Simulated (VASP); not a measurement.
# NiO (Fm-3m) in VASP: a series of runs

NiO is run at these levels: PBE; tasks: single point.

Program: VASP 6.6.1. These are calculated values, not measurements. Logs are shortened: lines on timing, memory, paths and dates and some standing lists are left out, and cuts for length are marked.

## (1) The cell of the first run

Symmetry: Fm-3m, No. 225, cubic system. Conventional cell: a = 4.179 Å, b = 4.179 Å, c = 4.179 Å, α = 90.00°, β = 90.00°, γ = 90.00°. Within 2.8 Å of O (site symmetry m-3m) lie 6 Ni at 2.09 Å. Within 2.8 Å of Ni (site symmetry m-3m) lie 6 O at 2.09 Å.

## (2) Single point, PBE, collinear spin, ferromagnetic start

File INCAR:

```
SYSTEM = NiO
ALGO = Normal
EDIFF = 1E-6
ENCUT = 520
GGA = PE
ISIF = 2
ISMEAR = -1
ISPIN = 2
LASPH = .True.
LCHARG = .True.
LELF = .True.
LMAXMIX = 4
LORBIT = 11
LREAL = .False.
LVHAR = .True.
LWAVE = .False.
MAGMOM = 0 3.31
NBANDS = 19
NELM = 150
NUPDOWN = 3.31
PREC = Accurate
SIGMA = 0.03
```

File KPOINTS:

```
k-points
0
Gamma
  10 10 10
  0 0 0
```

File POSCAR:

```
NiO
1.0
    0.0000000000      2.0893000000      2.0893000000
    2.0893000000      0.0000000000      2.0893000000
    2.0893000000      2.0893000000      0.0000000000
O Ni
1 1
Direct
    0.5000000000      0.5000000000      0.5000000000
    0.0000000000      0.0000000000      0.0000000000
```

Potentials or basis: VASP PAW PBE potentials, release 64 (O, Ni).

The run is started by

```bash
$ cat potpaw_PBE.64/O/POTCAR potpaw_PBE.64/Ni/POTCAR > POTCAR
$ mpirun -np 1 vasp_std > vasp.out
```

OUTCAR:

```text
SYSTEM = NiO
   EDIFF = 1E-6
   ENCUT = 520
   GGA = PE
   ISIF = 2
   ISMEAR = -1
   ISPIN = 2
   LASPH = .True.
   LORBIT = 11
   LREAL = .False.
   NELM = 150
   NUPDOWN = 3.31
   PREC = Accurate

 ion  position               nearest neighbor table
   1  0.500  0.500  0.500-   2 2.09   2 2.09   2 2.09   2 2.09   2 2.09   2 2.09
   2  0.000  0.000  0.000-   1 2.09   1 2.09   1 2.09   1 2.09   1 2.09   1 2.09

  LATTYP: Found a face centered cubic cell.
 ALAT       =     4.1786000000

  Lattice vectors:

 A1 = (   0.0000000000,   2.0893000000,   2.0893000000)
 A2 = (   2.0893000000,   0.0000000000,   2.0893000000)
 A3 = (   2.0893000000,   2.0893000000,   0.0000000000)

Analysis of symmetry for initial positions (statically):
=====================================================================
 Subroutine PRICEL returns:
 Original cell was already a primitive cell.

 Routine SETGRP: Setting up the symmetry group for a
 face centered cubic supercell.

 Subroutine GETGRP returns: Found 48 space group operations
 (whereof 48 operations were pure point group operations)
 out of a pool of 48 trial point group operations.

The static configuration has the point symmetry O_h .

Analysis of symmetry for dynamics (positions and initial velocities):
=====================================================================
 Subroutine PRICEL returns:
 Original cell was already a primitive cell.

 Routine SETGRP: Setting up the symmetry group for a
 face centered cubic supercell.

 Subroutine GETGRP returns: Found 48 space group operations
 (whereof 48 operations were pure point group operations)
 out of a pool of 48 trial point group operations.

The dynamic configuration has the point symmetry O_h .

Analysis of structural, dynamic, and magnetic symmetry:
=====================================================================
 Subroutine PRICEL returns:
 Original cell was already a primitive cell.

 Routine SETGRP: Setting up the symmetry group for a
 face centered cubic supercell.

 Subroutine GETGRP returns: Found 48 space group operations
 (whereof 48 operations were pure point group operations)
 out of a pool of 48 trial point group operations.

The overall configuration has the point symmetry O_h .

 Subroutine INISYM returns: Found 48 space group operations
 (whereof 48 operations are pure point group operations),
 and found     1 'primitive' translations

----------------------------------------------------------------------------------------

                                     Primitive cell

  volume of cell :      18.2403

  direct lattice vectors                    reciprocal lattice vectors
     0.000000000  2.089300000  2.089300000    -0.239314603  0.239314603  0.239314603
     2.089300000  0.000000000  2.089300000     0.239314603 -0.239314603  0.239314603
     2.089300000  2.089300000  0.000000000     0.239314603  0.239314603 -0.239314603

  length of vectors
     2.954716396  2.954716396  2.954716396     0.414505051  0.414505051  0.414505051

  position of ions in fractional coordinates (direct lattice)
     0.500000000  0.500000000  0.500000000
     0.000000000  0.000000000  0.000000000

  ion indices of the primitive-cell ions
   primitive index   ion index
                 1           1
                 2           2

----------------------------------------------------------------------------------------

 KPOINTS: k-points

Automatic generation of k-mesh.
 Grid dimensions read from file:
 generate k-points for:   10   10   10

 Generating k-lattice:

  Cartesian coordinates                     Fractional coordinates (reciprocal lattice)
    -0.023931460  0.023931460  0.023931460     0.100000000  0.000000000  0.000000000
     0.023931460 -0.023931460  0.023931460     0.000000000  0.100000000  0.000000000
     0.023931460  0.023931460 -0.023931460     0.000000000  0.000000000  0.100000000

  Length of vectors
     0.041450505  0.041450505  0.041450505

  Shift w.r.t. Gamma in fractional coordinates (k-lattice)
     0.000000000  0.000000000  0.000000000

 Subroutine IBZKPT returns following result:
 ===========================================

 Found     47 irreducible k-points:

 Following reciprocal coordinates:
            Coordinates               Weight
  0.000000  0.000000  0.000000      1.000000
  0.100000  0.000000  0.000000      8.000000
  0.200000  0.000000  0.000000      8.000000
  0.300000  0.000000  0.000000      8.000000
  0.400000  0.000000  0.000000      8.000000
  0.500000  0.000000  0.000000      4.000000
[... 16 lines left out ...]
  0.300000  0.300000  0.000000      6.000000
  0.400000  0.300000  0.000000     24.000000
 [... further k-points ...]
   k-points           NKPTS =     47   k-points in BZ     NKDIM =     47   number of bands    NBANDS=     19
   number of dos      NEDOS =    301   number of ions     NIONS =      2
   total plane-waves  NPLWV =  13824
   dimension x,y,z NGX =    24 NGY =   24 NGZ =   24
   dimension x,y,z NGXF=    48 NGYF=   48 NGZF=   48
   ions per type =               1   1
   NGX,Y,Z   is equivalent  to a cutoff of  13.50, 13.50, 13.50 a.u.
   NGXF,Y,Z  is equivalent  to a cutoff of  27.01, 27.01, 27.01 a.u.
 SYSTEM =  NiO
   PREC   = accura    normal or accurate (medium, high low for compatibility)
   ISTART =      0    job   : 0-new  1-cont  2-samecut
   ICHARG =      2    charge: 1-file 2-atom 10-const
   ISPIN  =      2    spin polarized calculation?
   LNONCOLLINEAR =      F non collinear calculations
   LSORBIT =      F    spin-orbit coupling
   LASPH  =      T    aspherical Exc in radial PAW
   ENCUT  =  520.0 eV  38.22 Ry    6.18 a.u.   5.49  5.49  5.49*2*pi/ulx,y,z
   NELM   =    150;   NELMIN=  2; NELMDL= -5     # of ELM steps
   EDIFF  = 0.1E-05   stopping-criterion for ELM
   LREAL  =      F    real-space projection
   EDIFFG = 0.1E-04   stopping-criterion for IOM
   NSW    =      0    number of steps for IOM
   IBRION =     -1    ionic relax: 0-MD 1-quasi-New 2-CG
   NFREE  =      0    steps in history (QN), initial steepest desc. (CG)
   ISIF   =      2    stress and relaxation
   ISYM   =      2    0-nonsym 1-usesym 2-fastsym
   POTIM  = 0.5000    time-step for ionic-motion
   TEBEG  =    0.0;   TEEND  =   0.0 temperature during run
   PSTRESS=    0.0 pullay stress
   NELECT =      16.0000    total number of electrons
   NUPDOWN=       3.3100    fix difference up-down
   EMIN   =  10.00;   EMAX   =-10.00  energy-range for DOS
   EFERMI =   0.00;   METHOD = LEGACY
   ISMEAR =    -1;   SIGMA  =   0.03  broadening in eV -4-tet -1-fermi 0-gaus
   EFERMI_NEDOS =   21; number of points for ismear=-14 and -15
   IALGO  =     38    algorithm
   IMIX   =      4    mixing-type and parameters
     AMIX     =   0.40;   BMIX     =  1.00
     AMIX_MAG =   1.60;   BMIX_MAG =  1.00
  volume/ion in A,a.u.               =       9.12        61.55
  Fermi-wavevector in a.u.,A,eV,Ry     =   1.567126  2.961439 33.414345  2.455885
  Thomas-Fermi vector in A             =   2.669352
   LORBIT       =     11    0 simple, 1 ext, 2 COOP (PROOUT), +10 PAW based schemes
   GGA     = PE    functional components
   LHFCALC =     F    Hartree Fock is set to
   AEXX    =    0.0000 exact exchange contribution
   IVDW    =     0    specifies the selected vdW correction
   LEPSILON=     F    determine dielectric tensor
   LRPA    =     F    only Hartree local field effects (RPA)
 spin polarized calculation
  energy-cutoff  :      520.00
  volume of cell :       18.24
 maximum number of plane-waves:       531
 NGX is ok and might be reduce to    24
   NGX = 11   NGY = 11   NGZ = 11

 number of electron      16.0000004 magnetization       3.3100001

 Free energy of the ion-electron system (eV)
  ---------------------------------------------------
  ext. energy  EPLUGINS =         0.00000000
  ---------------------------------------------------
  free energy    TOTEN  =        -7.08474425 eV

  energy without entropy =       -7.07455453  energy(sigma->0) =       -7.07964939

 E-fermi :   6.3233     XC(G=0): -12.8192

 val. band max:       14.4089288192   @ k =   0.5000   0.2000   0.0000
 cond. band min:       6.3322184253   @ k =   0.3000   0.3000   0.0000
 fundamental gap:     -8.0767103938
 Fermi energy:        14.4243433522

 spin component 1

 k-point     1 :       0.0000    0.0000    0.0000
  band No.  band energies     occupation
      1     -12.9968      1.00000
      2       3.2734      1.00000
      3       3.2734      1.00000
      4       3.5334      1.00000
      5       3.5334      1.00000
      6       3.5334      1.00000
[... 11 lines left out ...]
     18      33.2305      0.00000
     19      33.2305      0.00000
[... 485 lines left out ...]
 k-point    24 :       0.4000    0.3000    0.0000
  band No.  band energies     occupation
      1     -11.8159      1.00000
      2       0.1982      1.00000
      3       2.2431      1.00000
      4       2.4518      1.00000
      5       3.3238      1.00000
      6       3.9115      1.00000
[... 11 lines left out ...]
     18      39.6583      0.00000
     19      39.6686      0.00000

 [... further k-points ...]

 spin component 2

 k-point     1 :       0.0000    0.0000    0.0000
  band No.  band energies     occupation
      1     -11.5772      1.00000
      2       5.1887      1.00000
      3       5.1887      1.00000
      4       5.1887      1.00000
      5       5.8919      1.00000
      6       5.8919      1.00000
[... 11 lines left out ...]
     18      34.3216      0.00000
     19      34.3217      0.00000
[... 485 lines left out ...]
 k-point    24 :       0.4000    0.3000    0.0000
  band No.  band energies     occupation
      1     -10.2992      1.00000
      2       1.6513      1.00000
      3       3.7698      1.00000
      4       4.1563      1.00000
      5       4.9770      1.00000
      6       6.1778      0.99223
[... 11 lines left out ...]
     18      40.4643      0.00000
     19      40.8045      0.00000

 [... further k-points ...]

------------------------ aborting loop because EDIFF is reached ----------------------------------------

  FORCE on cell =-STRESS in cart. coord.  units (eV):
  Direction    XX          YY          ZZ          XY          YZ          ZX
  --------------------------------------------------------------------------------------
  -------------------------------------------------------------------------------------
  Total        4.9847311      4.9847311      4.9847311      0.0000000      0.0000000      0.0000000
  in kB      437.8445086    437.8445086    437.8445086      0.0000000      0.0000000      0.0000000
  external PRESSURE =     437.8445086 kB  Pullay stress =       0.0000000 kB

 VOLUME and BASIS-vectors are now :
 -----------------------------------------------------------------------------
  energy-cutoff  :      520.00
  volume of cell :       18.24
      direct lattice vectors                 reciprocal lattice vectors
     0.000000000  2.089300000  2.089300000    -0.239314603  0.239314603  0.239314603
     2.089300000  0.000000000  2.089300000     0.239314603 -0.239314603  0.239314603
     2.089300000  2.089300000  0.000000000     0.239314603  0.239314603 -0.239314603

 POSITION                                       TOTAL-FORCE (eV/Angst)
 -----------------------------------------------------------------------------------
      2.08930      2.08930      2.08930         0.000000      0.000000      0.000000
      0.00000      0.00000      0.00000        -0.000000     -0.000000     -0.000000
 -----------------------------------------------------------------------------------
    total drift:                                0.000000     -0.000000     -0.000000

  FREE ENERGIE OF THE ION-ELECTRON SYSTEM (eV)
  ---------------------------------------------------
  free  energy   TOTEN  =        -7.0847442498 eV

  energy  without entropy=       -7.0745545276  energy(sigma->0) =       -7.07964939

 total charge

# of ion       s       p       d       tot
------------------------------------------
    1        1.617   3.323   0.000   4.940
    2        0.471   0.471   7.955   8.898
--------------------------------------------------
tot          2.088   3.795   7.955  13.838

 magnetization (x)

# of ion       s       p       d       tot
------------------------------------------
    1        0.100   0.719   0.000   0.819
    2        0.176   0.107   1.886   2.169
--------------------------------------------------
tot          0.276   0.827   1.886   2.988
```

It took 2.2 min on 1 thread of AMD EPYC 7R13, shared host; peak memory 0.13 GiB.

What came out:

```yaml
Free_energy: -7.0847 eV
Pressure: 43.8 GPa
Net_moment: 3.31 μB per cell
Site_moments: O +0.82; Ni +2.17 μB
Valence_electrons_inside_the_program's_atomic_spheres: O 4.94; Ni 8.90
```

Caveat: the total moment is fixed, so each spin has its own Fermi level; a cell with one magnetic atom can't hold antiferromagnetic order, which such compounds often take.

(Continued in part 2 of 2.)
